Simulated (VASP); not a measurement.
# B3N2Cl (P6/mmm) in VASP: relaxation of cell and atoms with PBE

Aim: the relaxation of cell and atoms of B3N2Cl with PBE.

All numbers are computed with VASP 6.6.1; they aren't measurements. Logs are shortened: lines on timing, memory, paths and dates and some standing lists are left out, and cuts for length are marked.

### 1 The cell of the first run

Symmetry: P6/mmm, No. 191, hexagonal system. Conventional cell: a = 5.118 Å, b = 5.118 Å, c = 3.526 Å, α = 90.00°, β = 90.00°, γ = 120.00°. Within 2.3 Å of B (site symmetry -6m2) lie 2 N at 1.76 Å. B (site symmetry 6/mmm) has 2 Cl at 1.76 Å within 2.3 Å. N (site symmetry -6m2) has 2 B at 1.76 Å within 2.3 Å. Within 2.3 Å of Cl (site symmetry 6/mmm) lie 2 B at 1.76 Å.

The cell was generated, and may not be a known phase.

### 2 Relaxation of cell and atoms, PBE, collinear spin, ferromagnetic start

File INCAR:

```
SYSTEM = B3N2Cl
PREC = Accurate
ENCUT = 600
EDIFF = 1E-6
ISMEAR = 0
SIGMA = 0.1
LREAL = .False.
LASPH = .True.
NELM = 150
ALGO = Normal
ISIF = 3
LWAVE = .False.
LCHARG = .False.
ISPIN = 2
MAGMOM = 0 0 0 1 1 0
LORBIT = 11
GGA = PE
IBRION = 2
NSW = 90
EDIFFG = -0.04
```

File KPOINTS:

```
regular mesh
0
Gamma
  6 6 6
  0 0 0
```

File POSCAR:

```
B3N2Cl
1.0
    5.1175501600      0.0000000000      0.0000000000
   -2.5587750800      4.4319284500      0.0000000000
    0.0000000000      0.0000000000      3.5262409300
B N Cl
3 2 1
Direct
    0.3333333300      0.6666666700      0.0000000000
    0.6666666700      0.3333333300      0.0000000000
    0.0000000000      0.0000000000      0.0000000000
    0.3333333300      0.6666666700      0.5000000000
    0.6666666700      0.3333333300      0.5000000000
    0.0000000000      0.0000000000      0.5000000000
```

Potentials or basis: VASP PAW PBE potentials, release 64 (B, N, Cl).

Launch:

```sh
cat potpaw_PBE.64/B/POTCAR potpaw_PBE.64/N/POTCAR potpaw_PBE.64/Cl/POTCAR > POTCAR
mpirun -np 1 vasp_std > vasp.out
```

OUTCAR:

```text
SYSTEM = B3N2Cl
   PREC = Accurate
   ENCUT = 600
   EDIFF = 1E-6
   ISMEAR = 0
   LREAL = .False.
   LASPH = .True.
   NELM = 150
   ISIF = 3
   ISPIN = 2
   LORBIT = 11
   GGA = PE
   IBRION = 2
   NSW = 90
   EDIFFG = -0.04

 ion  position               nearest neighbor table
   1  0.333  0.667  0.000-   4 1.76   4 1.76
   2  0.667  0.333  0.000-   5 1.76   5 1.76
   3  0.000  0.000  0.000-   6 1.76   6 1.76
   4  0.333  0.667  0.500-   1 1.76   1 1.76
   5  0.667  0.333  0.500-   2 1.76   2 1.76
   6  0.000  0.000  0.500-   3 1.76   3 1.76

  LATTYP: Found a hexagonal cell.
 ALAT       =     5.1175501600
 C/A-ratio  =     0.6890486306

  Lattice vectors:

 A1 = (   5.1175501600,   0.0000000000,   0.0000000000)
 A2 = (  -2.5587750800,   4.4319284500,   0.0000000000)
 A3 = (   0.0000000000,   0.0000000000,   3.5262409300)

Analysis of symmetry for initial positions (statically):
=====================================================================
 Subroutine PRICEL returns:
 Original cell was already a primitive cell.

 Routine SETGRP: Setting up the symmetry group for a
 hexagonal supercell.

 Subroutine GETGRP returns: Found 24 space group operations
 (whereof 24 operations were pure point group operations)
 out of a pool of 24 trial point group operations.

The static configuration has the point symmetry D_6h.

Analysis of symmetry for dynamics (positions and initial velocities):
=====================================================================
 Subroutine PRICEL returns:
 Original cell was already a primitive cell.

 Routine SETGRP: Setting up the symmetry group for a
 hexagonal supercell.

 Subroutine GETGRP returns: Found 24 space group operations
 (whereof 24 operations were pure point group operations)
 out of a pool of 24 trial point group operations.

The dynamic configuration has the point symmetry D_6h.

Analysis of structural, dynamic, and magnetic symmetry:
=====================================================================
 Subroutine PRICEL returns:
 Original cell was already a primitive cell.

 Routine SETGRP: Setting up the symmetry group for a
 hexagonal supercell.

 Subroutine GETGRP returns: Found 24 space group operations
 (whereof 24 operations were pure point group operations)
 out of a pool of 24 trial point group operations.

The overall configuration has the point symmetry D_6h.

[... 116 lines left out ...]
   PSTRESS=    0.0 pullay stress
   NELECT =      26.0000    total number of electrons
   NUPDOWN=      -1.0000    fix difference up-down
   EMIN   =  10.00;   EMAX   =-10.00  energy-range for DOS
   EFERMI =   0.00;   METHOD = LEGACY
   ISMEAR =     0;   SIGMA  =   0.10  broadening in eV -4-tet -1-fermi 0-gaus
   EFERMI_NEDOS =   21; number of points for ismear=-14 and -15
   IALGO  =     38    algorithm
   IMIX   =      4    mixing-type and parameters
     AMIX     =   0.40;   BMIX     =  1.00
     AMIX_MAG =   1.60;   BMIX_MAG =  1.00
  volume/ion in A,a.u.               =      13.33        89.95
  Fermi-wavevector in a.u.,A,eV,Ry     =   1.125668  2.127204 17.240330  1.267129
  Thomas-Fermi vector in A             =   2.262346
   LORBIT       =     11    0 simple, 1 ext, 2 COOP (PROOUT), +10 PAW based schemes
   GGA     = PE    functional components
   LHFCALC =     F    Hartree Fock is set to
   AEXX    =    0.0000 exact exchange contribution
   IVDW    =     0    specifies the selected vdW correction
   LEPSILON=     F    determine dielectric tensor
   LRPA    =     F    only Hartree local field effects (RPA)
 conjugate gradient relaxation of ions
 spin polarized calculation
 Gauss-broadening in eV      SIGMA  =   0.10
  energy-cutoff  :      600.00
  volume of cell :       79.98
 maximum number of plane-waves:      2706
 NGX is ok and might be reduce to    42
   NGX = 21   NGY = 21   NGZ = 15

--------------------------------------- Ionic step        1  -------------------------------------------

 number of electron      26.0000002 magnetization       0.0573191

 number of electron      26.0000002 magnetization      -0.0088639

 Free energy of the ion-electron system (eV)
  ---------------------------------------------------
  ext. energy  EPLUGINS =         0.00000000
  ---------------------------------------------------
  free energy    TOTEN  =       -24.90191936 eV

  energy without entropy =      -24.88346813  energy(sigma->0) =      -24.89269374

------------------------ aborting loop because EDIFF is reached ----------------------------------------

  FORCE on cell =-STRESS in cart. coord.  units (eV):
  Direction    XX          YY          ZZ          XY          YZ          ZX
  --------------------------------------------------------------------------------------
  -------------------------------------------------------------------------------------
  Total        0.4638901      0.4638901    -37.7394463      0.0000000      0.0000000      0.0000000
  in kB        9.2930617      9.2930617   -756.0304299      0.0000000      0.0000000      0.0000000
  external PRESSURE =    -245.8147688 kB  Pullay stress =       0.0000000 kB
[... 2152 lines left out ...]
     17       6.8189      0.00000
     18       7.9896      0.00000

 [... further k-points ...]

[... ionic steps 4 to 13 ...]

--------------------------------------- Ionic step       14  -------------------------------------------

 number of electron      26.0000001 magnetization      -0.0000007

 number of electron      26.0000001 magnetization       0.0000007
[... 81 lines left out ...]
 number of electron      25.9999999 magnetization      -0.0000002

 number of electron      25.9999999 magnetization       0.0000002

 Free energy of the ion-electron system (eV)
  ---------------------------------------------------
  ext. energy  EPLUGINS =         0.00000000
  ---------------------------------------------------
  free energy    TOTEN  =       -31.79294461 eV

  energy without entropy =      -31.79121354  energy(sigma->0) =      -31.79207907

 E-fermi :   2.4530     XC(G=0):  -8.5435

 val. band max:        2.3115949482   @ k =   0.5000   0.0000   0.3333
 cond. band min:       2.4813379618   @ k =   0.3333   0.3333   0.5000
 fundamental gap:      0.1697430136
 Fermi energy:         2.4530034265
[... 1047 lines left out ...]
  FREE ENERGIE OF THE ION-ELECTRON SYSTEM (eV)
  ---------------------------------------------------
  free  energy   TOTEN  =       -31.7929446078 eV

  energy  without entropy=      -31.7912135417  energy(sigma->0) =      -31.79207907

 reached required accuracy - stopping structural energy minimisation

 total charge

# of ion       s       p       d       tot
------------------------------------------
    1        0.670   1.150   0.000   1.820
    2        0.670   1.150   0.000   1.820
    3        0.733   1.903   0.000   2.635
    4        1.195   2.578   0.000   3.773
    5        1.195   2.578   0.000   3.773
    6        1.575   3.847   0.000   5.422
--------------------------------------------------
tot          6.039  13.204   0.000  19.243

 magnetization (x)

# of ion       s       p       d       tot
------------------------------------------
    1        0.000  -0.000   0.000  -0.000
    2        0.000  -0.000   0.000  -0.000
    3        0.000   0.000   0.000   0.000
    4       -0.000   0.000   0.000   0.000
    5       -0.000   0.000   0.000   0.000
    6       -0.000  -0.000   0.000  -0.000
--------------------------------------------------
tot          0.000  -0.000   0.000  -0.000
```

CONTCAR:

```text
B3N2Cl
   1.00000000000000
     6.0168644157247551   -0.0000000000000000    0.0000000000000000
    -3.0084322078623775    5.2107574449494010    0.0000000000000000
     0.0000000000000000    0.0000000000000000    2.8723008647497612
  B               N               Cl
     3     2     1
Direct
     0.3333333300000021    0.6666666699999979    1.0000000000000000
     0.6666666699999979    0.3333333300000021    0.0000000000000000
     1.0000000000000000    0.0000000000000000    0.0000000000000000
     0.3333333300000021    0.6666666699999979    0.5000000000000000
     0.6666666699999979    0.3333333300000021    0.5000000000000000
     1.0000000000000000    0.0000000000000000    0.5000000000000000

  0.00000000E+00  0.00000000E+00  0.00000000E+00
  0.00000000E+00  0.00000000E+00  0.00000000E+00
  0.00000000E+00  0.00000000E+00  0.00000000E+00
  0.00000000E+00  0.00000000E+00  0.00000000E+00
  0.00000000E+00  0.00000000E+00  0.00000000E+00
  0.00000000E+00  0.00000000E+00  0.00000000E+00
```

Run time: 21 min. Hardware: 1 thread of Intel Xeon 8259CL, shared host; peak memory 0.3 GiB.

Results:

* Free energy: -31.7929 eV
* Relaxed volume: 15.01 Å³/atom
* Relaxed cell: a = 6.017 Å, b = 6.017 Å, c = 2.872 Å, α = 90.00°, β = 90.00°, γ = 120.00°
* Space group after relaxing (to 0.1 Å): P6/mmm (No. 191)
* Pressure after relaxing: 0.0 GPa
* Band gap on the k mesh: zero (filled and empty bands overlap)
* Net moment: 0.00 μB per cell
* Valence electrons inside the program's atomic spheres: B 1.82, 2.63 (each value once); N 3.77; Cl 5.42

Stress tensor (GPa, compression positive):
```
-0.22  0.00  0.00
 0.00 -0.22  0.00
 0.00  0.00  0.33
```

Final structure:
```yaml
crystal:
  lattice:
    - [6.01686, 0.00000, 0.00000]
    - [-3.00843, 5.21076, 0.00000]
    - [0.00000, 0.00000, 2.87230]
  atoms:
    - { symbol: B, position: [0.33333, 0.66667, 0.00000] }
    - { symbol: B, position: [0.66667, 0.33333, 0.00000] }
    - { symbol: B, position: [0.00000, 0.00000, 0.00000] }
    - { symbol: N, position: [0.33333, 0.66667, 0.50000] }
    - { symbol: N, position: [0.66667, 0.33333, 0.50000] }
    - { symbol: Cl, position: [0.00000, 0.00000, 0.50000] }
```

Caveat: a cell axis changed by over 15 % at a fixed basis, so the end point is rough.

The gap in the log of VASP goes by the Fermi energy; the results here count the filled bands.